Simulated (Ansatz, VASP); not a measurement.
## One calculation of Co, two programs

```
CELL_PARAMETERS angstrom
2.49286 0.00000 0.00000
-1.24643 2.15888 0.00000
0.00000 0.00000 4.03247
ATOMIC_POSITIONS crystal
Co 0.33333 0.66667 0.25000
Co 0.66667 0.33333 0.75000
```

Alike in both runs: functional PBE; k mesh 23 × 23 × 13; occupations fermi-dirac, width 0.05 eV; collinear spin.

Ansatz relaxed the structure, and its values are those at the end. VASP's run is a single point on that final structure, the one shown.

|  | VASP | Ansatz |
| --- | --- | --- |
| version | VASP 6.6.1 | Ansatz 0.2.0 |
| potentials or method | VASP PAW PBE potentials, release 64 (Co) | PAW with Ansatz's default frozen-core files, scalar-relativistic |
| plane-wave cutoff (eV) | 520 | 420 |
| valence electrons in the cell | 18 | 34 |

VASP gave:

| Item | Value |
| --- | --- |
| pressure (GPa) | -0.7 |
| net moment per atom (μB) | 1.59 |
| size of the moment on the site where the two differ most (μB) | 1.61 |

Task: What did Ansatz give for the same quantities?

Result: Pressure (GPa): 0.0; net moment per atom (μB): 1.60; size of the moment on the site where the two differ most (μB): 1.68.

Site moments also hang on the region over which each program counts them. VASP's potentials hold 18 valence electrons a cell and Ansatz's 34, so a difference there can come from the potentials and not from the codes.
